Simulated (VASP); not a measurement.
# Zr (P6_3/mmc) in VASP: a series of runs, part 2 of 2

VASP 6.6.1. The steps go on from the part before.

## 3. Single point, LDA (29.10 Å³/atom)

This run uses another cell than the first one, of 29.10 Å³/atom.

Contents of INCAR:

```
PREC = Accurate ; ENCUT = 520
EDIFF = 1E-6 ; ISMEAR = 1
SIGMA = 0.1 ; LREAL = F
LASPH = T ; NELM = 60
ALGO = Normal ; ISIF = 2
LWAVE = F ; LCHARG = F
NBANDS = 19
```

Contents of KPOINTS:

```
regular mesh
0
Gamma
  9 9 5
```

Contents of POSCAR:

```
Zr
1.0
    3.4815664591      0.0000000000      0.0000000000
   -1.7407832295      3.0151249985      0.0000000000
    0.0000000000      0.0000000000      5.5444376748
Zr
2
Direct
    0.6666666667      0.3333333333      0.7500000000
    0.3333333333      0.6666666667      0.2500000000
```

Potentials or basis: VASP PAW LDA potentials, release 64 (Zr_sv).

The run is started by

```
> cat potpaw_LDA.64/Zr_sv/POTCAR > POTCAR
> mpirun -np 1 vasp_std > vasp.out
```

OUTCAR:

```text
PREC = Accurate
   ENCUT = 520
   EDIFF = 1E-6
   ISMEAR = 1
   LREAL = F
   LASPH = T
   NELM = 60
   ISIF = 2

 ion  position               nearest neighbor table
   1  0.667  0.333  0.750-   2 3.42   2 3.42   2 3.42   2 3.42   2 3.42   2 3.42
   2  0.333  0.667  0.250-   1 3.42   1 3.42   1 3.42   1 3.42   1 3.42   1 3.42

  LATTYP: Found a hexagonal cell.
 ALAT       =     3.4815664591
 C/A-ratio  =     1.5925123762

  Lattice vectors:

 A1 = (   3.4815664591,   0.0000000000,   0.0000000000)
 A2 = (  -1.7407832295,   3.0151249985,   0.0000000000)
 A3 = (   0.0000000000,   0.0000000000,   5.5444376748)

Analysis of symmetry for initial positions (statically):
=====================================================================
 Subroutine PRICEL returns:
 Original cell was already a primitive cell.

 Routine SETGRP: Setting up the symmetry group for a
 hexagonal supercell.

 Subroutine GETGRP returns: Found 24 space group operations
 (whereof 12 operations were pure point group operations)
 out of a pool of 24 trial point group operations.

The static configuration has the point symmetry D_3d.
 The point group associated with its full space group is D_6h.

Analysis of symmetry for dynamics (positions and initial velocities):
=====================================================================
 Subroutine PRICEL returns:
 Original cell was already a primitive cell.

 Routine SETGRP: Setting up the symmetry group for a
 hexagonal supercell.

 Subroutine GETGRP returns: Found 24 space group operations
 (whereof 12 operations were pure point group operations)
 out of a pool of 24 trial point group operations.

The dynamic configuration has the point symmetry D_3d.
 The point group associated with its full space group is D_6h.

 Subroutine INISYM returns: Found 24 space group operations
 (whereof 12 operations are pure point group operations),
 and found     1 'primitive' translations

----------------------------------------------------------------------------------------

                                     Primitive cell

  volume of cell :      58.2019

  direct lattice vectors                    reciprocal lattice vectors
     3.481566459  0.000000000  0.000000000     0.287227032  0.165830604  0.000000000
    -1.740783230  3.015124999  0.000000000     0.000000000  0.331661208  0.000000000
     0.000000000  0.000000000  5.544437675     0.000000000  0.000000000  0.180360942

  length of vectors
     3.481566459  3.481566459  5.544437675     0.331661208  0.331661208  0.180360942

  position of ions in fractional coordinates (direct lattice)
     0.666666667  0.333333333  0.750000000
     0.333333333  0.666666667  0.250000000

  ion indices of the primitive-cell ions
   primitive index   ion index
                 1           1
                 2           2

----------------------------------------------------------------------------------------

 KPOINTS: regular mesh

Automatic generation of k-mesh.
 Grid dimensions read from file:
 generate k-points for:    9    9    5

 Generating k-lattice:

  Cartesian coordinates                     Fractional coordinates (reciprocal lattice)
     0.031914115  0.018425623  0.000000000     0.111111111  0.000000000  0.000000000
     0.000000000  0.036851245  0.000000000     0.000000000  0.111111111  0.000000000
     0.000000000  0.000000000  0.036072188     0.000000000  0.000000000  0.200000000

  Length of vectors
     0.036851245  0.036851245  0.036072188

  Shift w.r.t. Gamma in fractional coordinates (k-lattice)
     0.000000000  0.000000000  0.000000000

 Subroutine IBZKPT returns following result:
 ===========================================

 Found     36 irreducible k-points:

 Following reciprocal coordinates:
            Coordinates               Weight
  0.000000  0.000000  0.000000      1.000000
  0.111111 -0.000000  0.000000      6.000000
  0.222222 -0.000000  0.000000      6.000000
  0.333333 -0.000000  0.000000      6.000000
  0.444444 -0.000000  0.000000      6.000000
  0.111111  0.111111  0.000000      6.000000
[... 16 lines left out ...]
  0.333333  0.222222  0.200000     24.000000
  0.333333  0.333333  0.200000      4.000000
 [... further k-points ...]
   k-points           NKPTS =     36   k-points in BZ     NKDIM =     36   number of bands    NBANDS=     19
   number of dos      NEDOS =    301   number of ions     NIONS =      2
   total plane-waves  NPLWV =  32928
   dimension x,y,z NGX =    28 NGY =   28 NGZ =   42
   dimension x,y,z NGXF=    56 NGYF=   56 NGZF=   84
   ions per type =               2
   NGX,Y,Z   is equivalent  to a cutoff of  13.37, 13.37, 12.59 a.u.
   NGXF,Y,Z  is equivalent  to a cutoff of  26.74, 26.74, 25.19 a.u.
 SYSTEM =  unknown system
   PREC   = accura    normal or accurate (medium, high low for compatibility)
   ISTART =      0    job   : 0-new  1-cont  2-samecut
   ICHARG =      2    charge: 1-file 2-atom 10-const
   ISPIN  =      1    spin polarized calculation?
   LNONCOLLINEAR =      F non collinear calculations
   LSORBIT =      F    spin-orbit coupling
   LASPH  =      T    aspherical Exc in radial PAW
   ENCUT  =  520.0 eV  38.22 Ry    6.18 a.u.   6.47  6.47 10.31*2*pi/ulx,y,z
   NELM   =     60;   NELMIN=  2; NELMDL= -5     # of ELM steps
   EDIFF  = 0.1E-05   stopping-criterion for ELM
   LREAL  =      F    real-space projection
   EDIFFG = 0.1E-04   stopping-criterion for IOM
   NSW    =      0    number of steps for IOM
   IBRION =     -1    ionic relax: 0-MD 1-quasi-New 2-CG
   NFREE  =      0    steps in history (QN), initial steepest desc. (CG)
   ISIF   =      2    stress and relaxation
   ISYM   =      2    0-nonsym 1-usesym 2-fastsym
   POTIM  = 0.5000    time-step for ionic-motion
   TEBEG  =    0.0;   TEEND  =   0.0 temperature during run
   PSTRESS=    0.0 pullay stress
   NELECT =      24.0000    total number of electrons
   NUPDOWN=      -1.0000    fix difference up-down
   EMIN   =  10.00;   EMAX   =-10.00  energy-range for DOS
   EFERMI =   0.00;   METHOD = LEGACY
   ISMEAR =     1;   SIGMA  =   0.10  broadening in eV -4-tet -1-fermi 0-gaus
   EFERMI_NEDOS =   21; number of points for ismear=-14 and -15
   IALGO  =     38    algorithm
   IMIX   =      4    mixing-type and parameters
     AMIX     =   0.40;   BMIX     =  1.00
     AMIX_MAG =   1.60;   BMIX_MAG =  1.00
  volume/ion in A,a.u.               =      29.10       196.38
  Fermi-wavevector in a.u.,A,eV,Ry     =   1.218520  2.302669 20.201815  1.484792
  Thomas-Fermi vector in A             =   2.353804
   LORBIT       =      0    0 simple, 1 ext, 2 COOP (PROOUT), +10 PAW based schemes
   GGA     = CA    functional components
   LHFCALC =     F    Hartree Fock is set to
   AEXX    =    0.0000 exact exchange contribution
   IVDW    =     0    specifies the selected vdW correction
   LEPSILON=     F    determine dielectric tensor
   LRPA    =     F    only Hartree local field effects (RPA)
 non-spin polarized calculation
 Methfessel and Paxton  Order N= 1 SIGMA  =   0.10
  energy-cutoff  :      520.00
  volume of cell :       58.20
 maximum number of plane-waves:      1593
 NGX is ok and might be reduce to    28
   NGX = 13   NGY = 13   NGZ = 21

 number of electron      24.0000001 magnetization

 Free energy of the ion-electron system (eV)
  ---------------------------------------------------
  ext. energy  EPLUGINS =         0.00000000
  ---------------------------------------------------
  free energy    TOTEN  =       -17.56057606 eV

  energy without entropy =      -17.56121022  energy(sigma->0) =      -17.56078745

 E-fermi :   6.5522     XC(G=0): -10.3194

 val. band max:        6.4877734626   @ k =   0.0000   0.0000   0.4000
 cond. band min:       6.5849935888   @ k =   0.2222   0.2222   0.4000
 fundamental gap:      0.0972201263
 Fermi energy:         6.5521682616

 k-point     1 :       0.0000    0.0000    0.0000
  band No.  band energies     occupation
      1     -42.5348      2.00000
      2     -42.4745      2.00000
      3     -20.9026      2.00000
      4     -20.4635      2.00000
      5     -20.4635      2.00000
      6     -20.4164      2.00000
[... 11 lines left out ...]
     18       8.1716     -0.00000
     19       9.9031      0.00000
[... 485 lines left out ...]
 k-point    24 :       0.3333    0.3333    0.2000
  band No.  band energies     occupation
      1     -42.4684      2.00000
      2     -42.4684      2.00000
      3     -20.7191      2.00000
      4     -20.7191      2.00000
      5     -20.7135      2.00000
      6     -20.5904      2.00000
[... 11 lines left out ...]
     18       9.8642      0.00000
     19      11.5963      0.00000

 [... further k-points ...]

------------------------ aborting loop because EDIFF is reached ----------------------------------------

  FORCE on cell =-STRESS in cart. coord.  units (eV):
  Direction    XX          YY          ZZ          XY          YZ          ZX
  --------------------------------------------------------------------------------------
  -------------------------------------------------------------------------------------
  Total       -6.5991591     -6.5991591     -6.8128475     -0.0000000      0.0000000      0.0000000
  in kB     -181.6609842   -181.6609842   -187.5433770     -0.0000000      0.0000000      0.0000000
  external PRESSURE =    -183.6217818 kB  Pullay stress =       0.0000000 kB

 VOLUME and BASIS-vectors are now :
 -----------------------------------------------------------------------------
  energy-cutoff  :      520.00
  volume of cell :       58.20
      direct lattice vectors                 reciprocal lattice vectors
     3.481566459  0.000000000  0.000000000     0.287227032  0.165830604  0.000000000
    -1.740783230  3.015124999  0.000000000     0.000000000  0.331661208  0.000000000
     0.000000000  0.000000000  5.544437675     0.000000000  0.000000000  0.180360942

 POSITION                                       TOTAL-FORCE (eV/Angst)
 -----------------------------------------------------------------------------------
      1.74078      1.00504      4.15833         0.000000      0.000000      0.000000
     -0.00000      2.01008      1.38611        -0.000000      0.000000      0.000000
 -----------------------------------------------------------------------------------
    total drift:                               -0.000000      0.000000     -0.000000

  FREE ENERGIE OF THE ION-ELECTRON SYSTEM (eV)
  ---------------------------------------------------
  free  energy   TOTEN  =       -17.5605760617 eV

  energy  without entropy=      -17.5612102245  energy(sigma->0) =      -17.56078745
```

OSZICAR:

```text
N       E                     dE             d eps       ncg     rms          rms(c)
DAV:   1     0.208174836239E+03    0.20817E+03   -0.12994E+04  1376   0.121E+03
DAV:   2    -0.327571093018E+01   -0.21145E+03   -0.20798E+03  1651   0.355E+02
DAV:   3    -0.182876245565E+02   -0.15012E+02   -0.14870E+02  2469   0.680E+01
DAV:   4    -0.186914342085E+02   -0.40381E+00   -0.40304E+00  1669   0.113E+01
DAV:   5    -0.187029287507E+02   -0.11495E-01   -0.11493E-01  2067   0.136E+00    0.978E+00
DAV:   6    -0.177480876621E+02    0.95484E+00   -0.15553E+00  1500   0.797E+00    0.324E+00
DAV:   7    -0.175637325526E+02    0.18436E+00   -0.75353E-01  2059   0.464E+00    0.116E+00
DAV:   8    -0.175608060737E+02    0.29265E-02   -0.29962E-02  1985   0.130E+00    0.266E-01
DAV:   9    -0.175605695110E+02    0.23656E-03   -0.33205E-03  1732   0.383E-01    0.225E-02
DAV:  10    -0.175605710814E+02   -0.15704E-05   -0.10495E-04  2050   0.472E-02    0.181E-02
DAV:  11    -0.175605761769E+02   -0.50955E-05   -0.90188E-06  1852   0.269E-02    0.268E-03
DAV:  12    -0.175605760617E+02    0.11515E-06   -0.47447E-07   896   0.592E-03
   1 F= -.17560576E+02 E0= -.17560787E+02  d E =0.634163E-03
```

stdout:

```text
POSCAR found type information on POSCAR Zr
 POSCAR found :  1 types and       2 ions
 scaLAPACK will be used
 LDA part: xc-table for (Slater(with rela. corr.)+CA(PZ))
 , standard interpolation
 POSCAR, INCAR and KPOINTS ok, starting setup
 FFT: planning ... GRIDC
 FFT: planning ... GRID_SOFT
 FFT: planning ... GRID
 WAVECAR not read
 entering main loop
```

It took 50 s on 1 thread of Intel Xeon 8259CL, shared host; peak memory 0.17 GiB.

Results:

```yaml
Free_energy: -17.5606 eV
Pressure: -18.4 GPa
Band_gap_on_the_k_mesh: zero (bands 12 and 13 overlap by 1.00 eV)
```

Levels at points of the mesh, in eV from the Fermi level:
| k point | band 10 | band 11 | band 12 | band 13 | band 14 | band 15 |
| --- | --- | --- | --- | --- | --- | --- |
| (0.00, 0.00, 0.00) | -2.53 | 0.60 | 0.71 | 0.71 | 0.80 | 1.21 |

Caveat: the cell stands under tension.

## 4. Relaxation of the atoms, LDA (29.10 Å³/atom)

This run uses another cell than the first one, of 29.10 Å³/atom.

Contents of INCAR:

```
SYSTEM = Zr
ALGO = Normal ; EDIFF = 1E-6
EDIFFG = -0.02 ; ENCUT = 520
GGA = CA ; IBRION = 2
ISIF = 2 ; ISMEAR = 1
LASPH = .True. ; LCHARG = .False.
LREAL = .False. ; LWAVE = .False.
NELM = 60 ; NSW = 80
PREC = Accurate ; SIGMA = 0.1
```

Contents of KPOINTS:

```
k-points
0
Gamma
  9 9 5
  0 0 0
```

POSCAR is that of step 3.

The run is started by

```
> cat potpaw_LDA.64/Zr_sv/POTCAR > POTCAR
> mpirun -np 1 vasp_std > vasp.out
```

Run time: 40 s. Hardware: 1 thread of Intel Xeon 8259CL, shared host; peak memory 0.16 GiB.

The run converged. Its results:

| Property | Result |
| --- | --- |
| Free energy | -17.5606 eV |
| Pressure after relaxing | -18.4 GPa |
| Band gap on the k mesh | zero (bands 12 and 13 overlap by 1.00 eV) |

Stress tensor (GPa, compression positive):
```
-18.17   0.00   0.00
  0.00 -18.17   0.00
  0.00   0.00 -18.75
```

Final structure:
```
Zr
1.0
     3.48157    0.00000    0.00000
    -1.74078    3.01512    0.00000
     0.00000    0.00000    5.54444
Zr
2
Direct
  0.66667 0.33333 0.75000
  0.33333 0.66667 0.25000
```

Levels at points of the mesh, in eV from the Fermi level:
```
           k point  band 10  band 11  band 12  band 13  band 14  band 15
(0.00, 0.00, 0.00)    -2.53     0.60     0.71     0.71     0.80     1.21
```

Caveat: the relaxation stopped at its first step, so nothing moved.

## 5. The runs side by side

| task | level | potentials or basis | cell | cutoff (eV) | smearing | gap on the mesh (eV) | pressure (GPa) |
| --- | --- | --- | --- | --- | --- | --- | --- |
| relaxation of cell and atoms | BLYP+D4 | VASP PAW PBE potentials, release 64 (Zr_sv) | relaxed from a = 3.232, b = 3.232, c = 5.147 Å, angles 90.0, 90.0, 120.0°, 2 atoms | 600 | fermi-dirac 0.05 eV | none | -0.1 |
| single point | LDA | VASP PAW LDA potentials, release 64 (Zr_sv) | a = 3.482, b = 3.482, c = 5.544 Å, angles 90.0, 90.0, 120.0°, 2 atoms | 520 | methfessel-paxton 0.1 eV | none | -18.4 |
| relaxation of the atoms | LDA | VASP PAW LDA potentials, release 64 (Zr_sv) | atoms relaxed from a = 3.482, b = 3.482, c = 5.544 Å, angles 90.0, 90.0, 120.0°, 2 atoms | 520 | methfessel-paxton 0.1 eV | none | -18.4 |

Alike in all rows: no spin polarisation; k mesh 9 × 9 × 5.

Caveats: the PAW data sets were made with another functional, which shifts forces and pressure a little (at least some runs); the cell stands under tension (at least some runs); the relaxation stopped at its first step, so nothing moved (at least some runs).

Total energies depend on the potentials used, so only differences within one code and one set of settings carry meaning.
